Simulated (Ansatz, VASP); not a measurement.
## One calculation of HgTe, two programs

```
CELL_PARAMETERS angstrom
0.00000 3.25623 3.15903
3.25623 0.00000 3.15903
3.25623 3.25623 0.00000
ATOMIC_POSITIONS crystal
Hg 0.00000 0.00000 0.00000
Te 0.75000 0.75000 0.75000
```

Change from the starting cell: z stretched by -2 % at fixed volume, crystal datasets.

Alike in both runs: task electric field gradients; functional PBE; k mesh 9 × 9 × 9; occupations fermi-dirac, width 0.05 eV; no spin polarisation.

|  | VASP | Ansatz |
| --- | --- | --- |
| version | VASP 6.6.1 | Ansatz 0.2.0 |
| potentials or method | VASP PAW PBE potentials, release 64 (Hg, Te), cutoff 520 eV | all-electron PAW with datasets made for the crystal, scalar-relativistic |

|  | VASP | Ansatz | Ansatz less VASP |
| --- | --- | --- | --- |
| pressure (GPa) | 4.1 | 4.1 | -0.08 |
| traceless stress, the component that is largest in VASP (GPa) | 0.22 | 0.22 | 0.000 |
| size of Vzz on the site where it differs most (V/Å²) | 19.6 | 16.9 | -2.76 |

Ansatz ran all-electron here, and VASP with PAW potentials.

Spin-orbit coupling is off throughout.
